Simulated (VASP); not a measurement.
# Sc (Fm-3m) in VASP: further runs, part 2 of 2

VASP 6.6.1. Earlier steps stand in the parts before.

**4. Single point, PBEsol**

This run uses another cell than the first one, of 19.28 Å³/atom.

INCAR

```
PREC = Accurate
ENCUT = 500
EDIFF = 1E-6
ISMEAR = -1
SIGMA = 0.1
LREAL = False
LASPH = True
NELM = 120
ALGO = Normal
ISIF = 2
LWAVE = False
LCHARG = True
GGA = PS
LELF = True
LVHAR = True
NBANDS = 12
GGA_COMPAT = False
```

KPOINTS

```
Automatic mesh
0
Gamma
  8 8 8
```

POSCAR

```
Sc
1.0
    0.0000000000      2.1280883122      2.1280883122
    2.1280883122      0.0000000000      2.1280883122
    2.1280883122      2.1280883122      0.0000000000
Sc
1
Direct
    0.0000000000      0.0000000000      0.0000000000
```

Potentials or basis: VASP PAW PBE potentials, release 64 (Sc_sv).

The run is started by

```console
$ cat potpaw_PBE.64/Sc_sv/POTCAR > POTCAR
$ mpirun -np 1 vasp_std > vasp.out
```

OUTCAR:

```text
PREC = Accurate
   ENCUT = 500
   EDIFF = 1E-6
   ISMEAR = -1
   LREAL = False
   LASPH = True
   NELM = 120
   ISIF = 2
   GGA = PS

 ion  position               nearest neighbor table
   1  0.000  0.000  0.000-

  LATTYP: Found a face centered cubic cell.
 ALAT       =     4.2561766244

  Lattice vectors:

 A1 = (   0.0000000000,   2.1280883122,   2.1280883122)
 A2 = (   2.1280883122,   0.0000000000,   2.1280883122)
 A3 = (   2.1280883122,   2.1280883122,   0.0000000000)

Analysis of symmetry for initial positions (statically):
=====================================================================
 Subroutine PRICEL returns:
 Original cell was already a primitive cell.

 Routine SETGRP: Setting up the symmetry group for a
 face centered cubic supercell.

 Subroutine GETGRP returns: Found 48 space group operations
 (whereof 48 operations were pure point group operations)
 out of a pool of 48 trial point group operations.

The static configuration has the point symmetry O_h .

Analysis of symmetry for dynamics (positions and initial velocities):
=====================================================================
 Subroutine PRICEL returns:
 Original cell was already a primitive cell.

 Routine SETGRP: Setting up the symmetry group for a
 face centered cubic supercell.

 Subroutine GETGRP returns: Found 48 space group operations
 (whereof 48 operations were pure point group operations)
 out of a pool of 48 trial point group operations.

The dynamic configuration has the point symmetry O_h .

 Subroutine INISYM returns: Found 48 space group operations
 (whereof 48 operations are pure point group operations),
 and found     1 'primitive' translations

----------------------------------------------------------------------------------------

                                     Primitive cell

  volume of cell :      19.2752

  direct lattice vectors                    reciprocal lattice vectors
     0.000000000  2.128088312  2.128088312    -0.234952655  0.234952655  0.234952655
     2.128088312  0.000000000  2.128088312     0.234952655 -0.234952655  0.234952655
     2.128088312  2.128088312  0.000000000     0.234952655  0.234952655 -0.234952655

  length of vectors
     3.009571353  3.009571353  3.009571353     0.406949937  0.406949937  0.406949937

  position of ions in fractional coordinates (direct lattice)
     0.000000000  0.000000000  0.000000000

  ion indices of the primitive-cell ions
   primitive index   ion index
                 1           1

----------------------------------------------------------------------------------------

 KPOINTS: Automatic mesh

Automatic generation of k-mesh.
 Grid dimensions read from file:
 generate k-points for:    8    8    8

 Generating k-lattice:

  Cartesian coordinates                     Fractional coordinates (reciprocal lattice)
    -0.029369082  0.029369082  0.029369082     0.125000000  0.000000000  0.000000000
     0.029369082 -0.029369082  0.029369082     0.000000000  0.125000000  0.000000000
     0.029369082  0.029369082 -0.029369082     0.000000000  0.000000000  0.125000000

  Length of vectors
     0.050868742  0.050868742  0.050868742

  Shift w.r.t. Gamma in fractional coordinates (k-lattice)
     0.000000000  0.000000000  0.000000000

 Subroutine IBZKPT returns following result:
 ===========================================

 Found     29 irreducible k-points:

 Following reciprocal coordinates:
            Coordinates               Weight
  0.000000  0.000000  0.000000      1.000000
  0.125000  0.000000  0.000000      8.000000
  0.250000  0.000000  0.000000      8.000000
  0.375000  0.000000  0.000000      8.000000
  0.500000  0.000000  0.000000      4.000000
  0.125000  0.125000  0.000000      6.000000
[... 16 lines left out ...]
  0.500000  0.250000  0.125000     48.000000
 -0.375000  0.250000  0.125000     24.000000
 [... further k-points ...]
   k-points           NKPTS =     29   k-points in BZ     NKDIM =     29   number of bands    NBANDS=     12
   number of dos      NEDOS =    301   number of ions     NIONS =      1
   total plane-waves  NPLWV =  13824
   dimension x,y,z NGX =    24 NGY =   24 NGZ =   24
   dimension x,y,z NGXF=    48 NGYF=   48 NGZF=   48
   ions per type =               1
   NGX,Y,Z   is equivalent  to a cutoff of  13.26, 13.26, 13.26 a.u.
   NGXF,Y,Z  is equivalent  to a cutoff of  26.51, 26.51, 26.51 a.u.
 SYSTEM =  unknown system
   PREC   = accura    normal or accurate (medium, high low for compatibility)
   ISTART =      0    job   : 0-new  1-cont  2-samecut
   ICHARG =      2    charge: 1-file 2-atom 10-const
   ISPIN  =      1    spin polarized calculation?
   LNONCOLLINEAR =      F non collinear calculations
   LSORBIT =      F    spin-orbit coupling
   LASPH  =      T    aspherical Exc in radial PAW
   ENCUT  =  500.0 eV  36.75 Ry    6.06 a.u.   5.49  5.49  5.49*2*pi/ulx,y,z
   NELM   =    120;   NELMIN=  2; NELMDL= -5     # of ELM steps
   EDIFF  = 0.1E-05   stopping-criterion for ELM
   LREAL  =      F    real-space projection
   EDIFFG = 0.1E-04   stopping-criterion for IOM
   NSW    =      0    number of steps for IOM
   IBRION =     -1    ionic relax: 0-MD 1-quasi-New 2-CG
   NFREE  =      0    steps in history (QN), initial steepest desc. (CG)
   ISIF   =      2    stress and relaxation
   ISYM   =      2    0-nonsym 1-usesym 2-fastsym
   POTIM  = 0.5000    time-step for ionic-motion
   TEBEG  =    0.0;   TEEND  =   0.0 temperature during run
   PSTRESS=    0.0 pullay stress
   NELECT =      11.0000    total number of electrons
   NUPDOWN=      -1.0000    fix difference up-down
   EMIN   =  10.00;   EMAX   =-10.00  energy-range for DOS
   EFERMI =   0.00;   METHOD = LEGACY
   ISMEAR =    -1;   SIGMA  =   0.10  broadening in eV -4-tet -1-fermi 0-gaus
   EFERMI_NEDOS =   21; number of points for ismear=-14 and -15
   IALGO  =     38    algorithm
   IMIX   =      4    mixing-type and parameters
     AMIX     =   0.40;   BMIX     =  1.00
     AMIX_MAG =   1.60;   BMIX_MAG =  1.00
  volume/ion in A,a.u.               =      19.28       130.08
  Fermi-wavevector in a.u.,A,eV,Ry     =   1.357916  2.566088 25.088252  1.843935
  Thomas-Fermi vector in A             =   2.484793
   LORBIT       =      0    0 simple, 1 ext, 2 COOP (PROOUT), +10 PAW based schemes
   GGA     = PS    functional components
   LHFCALC =     F    Hartree Fock is set to
   AEXX    =    0.0000 exact exchange contribution
   IVDW    =     0    specifies the selected vdW correction
   LEPSILON=     F    determine dielectric tensor
   LRPA    =     F    only Hartree local field effects (RPA)
 non-spin polarized calculation
  energy-cutoff  :      500.00
  volume of cell :       19.28
 maximum number of plane-waves:       531
 NGX is ok and might be reduce to    24
   NGX = 11   NGY = 11   NGZ = 11

 number of electron      11.0000002 magnetization

 Free energy of the ion-electron system (eV)
  ---------------------------------------------------
  ext. energy  EPLUGINS =         0.00000000
  ---------------------------------------------------
  free energy    TOTEN  =        -6.40695310 eV

  energy without entropy =       -6.36647003  energy(sigma->0) =       -6.38671157

 E-fermi :   5.1920     XC(G=0): -11.0417

 val. band max:        5.1408733832   @ k =  -0.2500   0.3750   0.1250
 cond. band min:       5.2382810428   @ k =   0.5000   0.2500   0.1250
 fundamental gap:      0.0974076596
 Fermi energy:         5.1919804711

 k-point     1 :       0.0000    0.0000    0.0000
  band No.  band energies     occupation
      1     -43.4224      2.00000
      2     -21.6959      2.00000
      3     -21.6959      2.00000
      4     -21.6959      2.00000
      5      -0.3646      2.00000
      6       7.0866      0.00000
      7       7.0866      0.00000
      8       7.0866      0.00000
      9       8.9938      0.00000
     10       8.9938      0.00000
     11      19.1325      0.00000
     12      23.5496      0.00000
[... 331 lines left out ...]
 k-point    24 :      -0.3750    0.2500    0.1250
  band No.  band energies     occupation
      1     -43.2256      2.00000
      2     -22.4677      2.00000
      3     -22.0436      2.00000
      4     -21.8806      2.00000
      5       4.1959      1.99991
      6       4.9554      1.82835
      7       6.2128      0.00007
      8       7.8218      0.00000
      9      10.0502      0.00000
     10      11.8327      0.00000
     11      14.0356      0.00000
     12      18.6529      0.00000

 [... further k-points ...]

------------------------ aborting loop because EDIFF is reached ----------------------------------------

  FORCE on cell =-STRESS in cart. coord.  units (eV):
  Direction    XX          YY          ZZ          XY          YZ          ZX
  --------------------------------------------------------------------------------------
  -------------------------------------------------------------------------------------
  Total        1.8106625      1.8106625      1.8106625      0.0000000     -0.0000000      0.0000000
  in kB      150.5043887    150.5043887    150.5043887      0.0000000     -0.0000000      0.0000000
  external PRESSURE =     150.5043887 kB  Pullay stress =       0.0000000 kB

 VOLUME and BASIS-vectors are now :
 -----------------------------------------------------------------------------
  energy-cutoff  :      500.00
  volume of cell :       19.28
      direct lattice vectors                 reciprocal lattice vectors
     0.000000000  2.128088312  2.128088312    -0.234952655  0.234952655  0.234952655
     2.128088312  0.000000000  2.128088312     0.234952655 -0.234952655  0.234952655
     2.128088312  2.128088312  0.000000000     0.234952655  0.234952655 -0.234952655

 POSITION                                       TOTAL-FORCE (eV/Angst)
 -----------------------------------------------------------------------------------
      0.00000      0.00000      0.00000        -0.000000     -0.000000      0.000000
 -----------------------------------------------------------------------------------
    total drift:                               -0.000000      0.000000     -0.000000

  FREE ENERGIE OF THE ION-ELECTRON SYSTEM (eV)
  ---------------------------------------------------
  free  energy   TOTEN  =        -6.4069531030 eV

  energy  without entropy=       -6.3664700310  energy(sigma->0) =       -6.38671157
```

OSZICAR:

```text
N       E                     dE             d eps       ncg     rms          rms(c)
DAV:   1     0.677524625988E+02    0.67752E+02   -0.50760E+03   696   0.918E+02
DAV:   2    -0.566669234195E+01   -0.73419E+02   -0.71834E+02   696   0.275E+02
DAV:   3    -0.693928785707E+01   -0.12726E+01   -0.12518E+01   904   0.493E+01
DAV:   4    -0.695548213928E+01   -0.16194E-01   -0.16189E-01   880   0.425E+00
DAV:   5    -0.695569864728E+01   -0.21651E-03   -0.21651E-03   916   0.468E-01    0.751E+00
DAV:   6    -0.648364585831E+01    0.47205E+00   -0.70549E-01  1036   0.126E+01    0.253E+00
DAV:   7    -0.641160644565E+01    0.72039E-01   -0.15742E-01  1064   0.576E+00    0.447E-01
DAV:   8    -0.640697575526E+01    0.46307E-02   -0.60225E-03   772   0.976E-01    0.673E-02
DAV:   9    -0.640694802661E+01    0.27729E-04   -0.18166E-04  1064   0.211E-01    0.143E-02
DAV:  10    -0.640695291209E+01   -0.48855E-05   -0.60703E-06   788   0.247E-02    0.111E-03
DAV:  11    -0.640695310304E+01   -0.19095E-06   -0.82092E-08   496   0.410E-03
   1 F= -.64069531E+01 E0= -.63867116E+01  d E =-.404831E-01
```

Run time: 5.8 s. Hardware: 1 thread of AMD EPYC 7R13 (Zen 3), shared host; peak memory 0.11 GiB.

Results:

* Free energy: -6.4070 eV
* Pressure: 15.1 GPa
* Band gap on the k mesh: zero (an odd number of electrons rules out a gap without spin polarisation)

Caveat: the cell stands under pressure; the PAW data sets were made with another functional, which shifts forces and pressure a little.

**5. Single point, PBEsol**

This run uses another cell than the first one, of 23.69 Å³/atom.

INCAR

```
PREC     = Accurate       # precision mode
ENCUT    = 500            # plane-wave cutoff, eV
EDIFF    = 1E-6           # SCF threshold, eV
ISMEAR   = -1             # smearing method
SIGMA    = 0.1            # smearing width, eV
LREAL    = F              # projectors in reciprocal space
LASPH    = T              # aspherical terms in the spheres
NELM     = 120            # most SCF steps
ALGO     = Normal         # electronic algorithm
ISIF     = 2              # what is computed and relaxed
LWAVE    = F              # write WAVECAR
LCHARG   = T              # write CHGCAR
GGA      = PS             # functional
LELF     = T              # ELF
LVHAR    = T            
NBANDS   = 12             # bands
GGA_COMPAT= F
```

KPOINTS

```
regular mesh
0
Gamma
  8 8 8
```

POSCAR

```
Sc
1.0
    0.0000000000      2.2795252959      2.2795252959
    2.2795252959      0.0000000000      2.2795252959
    2.2795252959      2.2795252959      0.0000000000
Sc
1
Direct
    0.0000000000      0.0000000000      0.0000000000
```

The run is started by

```console
$ cat potpaw_PBE.64/Sc_sv/POTCAR > POTCAR
$ mpirun -np 1 vasp_std > vasp.out
```

It took 6.1 s on 1 thread of AMD EPYC 7R13 (Zen 3), shared host; peak memory 0.11 GiB.

The run converged. Its results:

| Property | Result |
| --- | --- |
| Free energy | -6.5884 eV |
| Pressure | 0.0 GPa |
| Band gap on the k mesh | zero (an odd number of electrons rules out a gap without spin polarisation) |

Levels at points of the mesh, in eV from the Fermi level:
```
           k point  band 2  band 3  band 4  band 5  band 6  band 7  band 8  band 9
(0.00, 0.00, 0.00)  -27.60  -27.60  -27.60   -5.28    1.63    1.63    1.63    3.08
(0.50, 0.00, 0.00)  -28.06  -27.66  -27.66   -1.83    0.31    1.51    1.51    4.04
(0.50, 0.50, 0.00)  -28.03  -27.76  -27.76   -1.62   -0.69    2.05    4.03    4.29
```

Caveat: the PAW data sets were made with another functional, which shifts forces and pressure a little.

**6. Relaxation of cell and atoms, PBEsol**

This run uses another cell than the first one, of 24.97 Å³/atom.

INCAR

```
ALGO = Normal
EDIFF = 1E-7
EDIFFG = -0.03
ENCUT = 500
GGA = PS
GGA_COMPAT = False
IBRION = 2
ISIF = 3
ISMEAR = -1
LASPH = True
LCHARG = False
LREAL = False
LWAVE = False
NELM = 120
NELMIN = 4
NSW = 60
PREC = Accurate
SIGMA = 0.1
```

KPOINTS

```
k-points
0
Gamma
  8 8 8
```

POSCAR

```
Sc
1.0
    0.0000000000      2.3200000000      2.3200000000
    2.3200000000      0.0000000000      2.3200000000
    2.3200000000      2.3200000000      0.0000000000
Sc
1
Direct
    0.0000000000      0.0000000000      0.0000000000
```

Potentials or basis: VASP PAW PBE potentials, release 64 (Sc_sv).

The run is started by

```console
$ cat potpaw_PBE.64/Sc_sv/POTCAR > POTCAR
$ mpirun -np 1 vasp_std > vasp.out
```

It took 10 s on 1 thread of AMD EPYC 7R13 (Zen 3), shared host; peak memory 0.11 GiB.

Results (log left out):

```
Free energy                           : -6.5890 eV
Relaxed volume                        : 23.69 Å³/atom
Relaxed cell                          : a = 3.224 Å, b = 3.224 Å, c = 3.224 Å, α = 60.00°, β = 60.00°, γ = 60.00°
Space group after relaxing (to 0.1 Å) : Fm-3m (No. 225)
Energy gained by relaxing             : 10.8 meV/atom
Ionic steps                           : 3
Pressure after relaxing               : 0.0 GPa
Band gap on the k mesh                : zero (an odd number of electrons rules out a gap without spin polarisation)
```

Step by step:
| step | energy change (eV) | largest force (eV/Å) | pressure (GPa) | volume (Å³) |
| --- | --- | --- | --- | --- |
| 1 | 0.0000 | 0.0000 | -2.59 | 24.97 |
| 2 | -0.0106 | 0.0000 | 0.33 | 23.54 |
| 3 | -0.0108 | 0.0000 | 0.00 | 23.69 |

Final structure:
```
Sc
1.0
     0.00000    2.27944    2.27944
     2.27944    0.00000    2.27944
     2.27944    2.27944    0.00000
Sc
1
Direct
  0.00000 0.00000 0.00000
```

Levels at points of the mesh, in eV from the Fermi level:
```tsv
k point	band 2	band 3	band 4	band 5	band 6	band 7	band 8	band 9
(0.00, 0.00, 0.00)	-27.60	-27.60	-27.60	-5.28	1.63	1.63	1.63	3.09
(0.50, 0.00, 0.00)	-28.06	-27.66	-27.66	-1.83	0.31	1.51	1.51	4.04
(0.50, 0.50, 0.00)	-28.03	-27.76	-27.76	-1.62	-0.69	2.05	4.03	4.29
```

Caveat: the PAW data sets were made with another functional, which shifts forces and pressure a little.

**7. Overview**

```tsv
task	cell	gap on the mesh (eV)	pressure (GPa)
single point	a = 2.787 Å, angles 60.0°, 1 atom	none	45.3
single point	a = 2.882 Å, angles 60.0°, 1 atom	none	30.2
single point	a = 3.010 Å, angles 60.0°, 1 atom	none	15.1
single point	a = 3.224 Å, angles 60.0°, 1 atom	none	0.0
relaxation of cell and atoms	relaxed from a = 3.281 Å, angles 60.0°, 1 atom	none	0.0
```

Alike in all rows: level PBEsol; potentials or basis VASP PAW PBE potentials, release 64 (Sc_sv); no spin polarisation; k mesh 8 × 8 × 8; cutoff (eV) 500; smearing fermi-dirac 0.1 eV.

Caveats: the PAW data sets were made with another functional, which shifts forces and pressure a little; the cell stands under pressure (at least some runs).

Absolute energies hang on the potentials; compare differences alone.
